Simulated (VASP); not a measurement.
Here is a VASP 6.6.1 calculation.

INCAR

```
ALGO = Normal
EDIFF = 1E-8
ENCUT = 520
GGA = PE
IBRION = 8
ISIF = 2
ISMEAR = 0
LASPH = T
LCHARG = T
LEPSILON = T
LREAL = F
LWAVE = F
NELM = 80
NSW = 1
PREC = Accurate
SIGMA = 0.01
```

KPOINTS

```
k-points
0
Gamma
  8 8 8
```

The input POSCAR:

```
HfO2
1.0
    0.0000000000      2.5420161217      2.5420161217
    2.5420161217      0.0000000000      2.5420161217
    2.5420161217      2.5420161217      0.0000000000
Hf O
1 2
Direct
    0.0000000000      0.0000000000      0.0000000000
    0.2500000000      0.2500000000      0.2500000000
    0.7500000000      0.7500000000      0.7500000000
```

Potentials or basis: VASP PAW PBE potentials, release 64 (Hf_pv, O).

The run is started by

```bash
$ cat potpaw_PBE.64/Hf_pv/POTCAR potpaw_PBE.64/O/POTCAR > POTCAR
$ mpirun -np 1 vasp_std > vasp.out
```

Task: Predict the electronic dielectric tensor (diagonal).

Result: 5.26.

Task: Estimate the Born charges (mean of the diagonal).

Result: Hf +5.51; O -2.76 e.

Task: Predict the highest phonon frequency at Γ, LO-TO splitting left out.

Result: 566 cm⁻¹.

Phonon frequencies in cm⁻¹ (negative: imaginary):
```tsv
q point	frequencies
(0.000, 0.000, 0.000)	0 0 0 217 217 217 566 566 566
```

Caveat: the cell stands under pressure or tension, which shifts response properties.
